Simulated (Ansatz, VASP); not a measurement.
Two plane-wave programs on Al6H

File INCAR:

```
SYSTEM = Al6H
ALGO = Normal ; DIPOL = 0.5 0.5 0.296
EDIFF = 1E-6 ; ENCUT = 520
GGA = PE ; IDIPOL = 3
ISIF = 2 ; ISMEAR = 0
LASPH = .TRUE. ; LCHARG = .TRUE.
LDIPOL = .TRUE. ; LELF = .TRUE.
LREAL = .FALSE. ; LVACPOTAV = .TRUE.
LVHAR = .TRUE. ; LWAVE = .FALSE.
NBANDS = 32 ; NELM = 80
PREC = Accurate ; SIGMA = 0.1
```

The input KPOINTS:

```
k-points
0
G
  6 6 1
  0 0 0
```

Contents of POSCAR:

```
Al6H
1.0
    5.7143028096      0.0000000000      0.0000000000
   -2.8571514048      4.9487313980      0.0000000000
    0.0000000000      0.0000000000     22.6016424636
Al H
12 2
Direct
    0.3333333333      0.1666666667      0.1769782885
    0.3333333333      0.6666666667      0.1769782885
    0.8333333333      0.1666666667      0.1769782885
    0.8333333333      0.6666666667      0.1769782885
    0.1666666667      0.3333333333      0.2787817904
    0.1666666667      0.8333333333      0.2787817904
    0.6666666667      0.3333333333      0.2787817904
    0.6666666667      0.8333333333      0.2787817904
    0.0000000000      0.0000000000      0.3805759903
    0.0000000000      0.5000000000      0.3805759903
    0.5000000000      0.0000000000      0.3805759903
    0.5000000000      0.5000000000      0.3805759903
    0.2171633017      0.4343266034      0.4004860478
    0.2828366983      0.5656733966      0.4004860478
```

Input for Ansatz:

```yaml
crystal:
  lattice:
    - [5.7143028096, 0.0, 0.0]
    - [-2.8571514048, 4.948731398, 0.0]
    - [0.0, 0.0, 22.6016424636]
  atoms:
    - { symbol: Al, position: [0.3333333333, 0.1666666667, 0.1769782885] }
    - { symbol: Al, position: [0.3333333333, 0.6666666667, 0.1769782885] }
    - { symbol: Al, position: [0.8333333333, 0.1666666667, 0.1769782885] }
    - { symbol: Al, position: [0.8333333333, 0.6666666667, 0.1769782885] }
    - { symbol: Al, position: [0.1666666667, 0.3333333333, 0.2787817904] }
    - { symbol: Al, position: [0.1666666667, 0.8333333333, 0.2787817904] }
    - { symbol: Al, position: [0.6666666667, 0.3333333333, 0.2787817904] }
    - { symbol: Al, position: [0.6666666667, 0.8333333333, 0.2787817904] }
    - { symbol: Al, position: [0.0, 0.0, 0.3805759903] }
    - { symbol: Al, position: [0.0, 0.5, 0.3805759903] }
    - { symbol: Al, position: [0.5, 0.0, 0.3805759903] }
    - { symbol: Al, position: [0.5, 0.5, 0.3805759903] }
    - { symbol: H, position: [0.2171633017, 0.4343266034, 0.4004860478] }
    - { symbol: H, position: [0.2828366983, 0.5656733966, 0.4004860478] }
basis:
  ecutwfc: 420
kpoints:
  mp_grid: { grid: [6, 6, 1] }
hamiltonian:
  xc: pbe
scf:
  occupations: { method: gaussian, width: 0.1 }
output:
  forces: true
  eigenvalues: true
efield:
  axis: 3
  dipole_correction: true
  ramp_width: 0.04
```

Alike in both runs: task single point; functional PBE; k mesh 6 × 6 × 1; occupations gaussian, width 0.1 eV; no spin polarisation.

|  | VASP | Ansatz |
| --- | --- | --- |
| version | VASP 6.6.1 | Ansatz 0.2.0 |
| potentials or method | VASP PAW PBE potentials, release 64 (Al, H), cutoff 520 eV | scalar-relativistic, plane waves, PAW |
| valence electrons in the cell | 38 | 38 |

```csv
,VASP,Ansatz,Ansatz less VASP
gap on the k mesh at the Fermi level (eV),none,none,-
rms of the force components (eV/Å),2.457,2.445,-0.0117
"work function, face that differs most (eV)",3.83,3.83,-0.001
```

Atom by atom the forces differ by 0.017 eV/Å (rms over components). A gap of «none» marks a metal or a gap that the smearing closes.
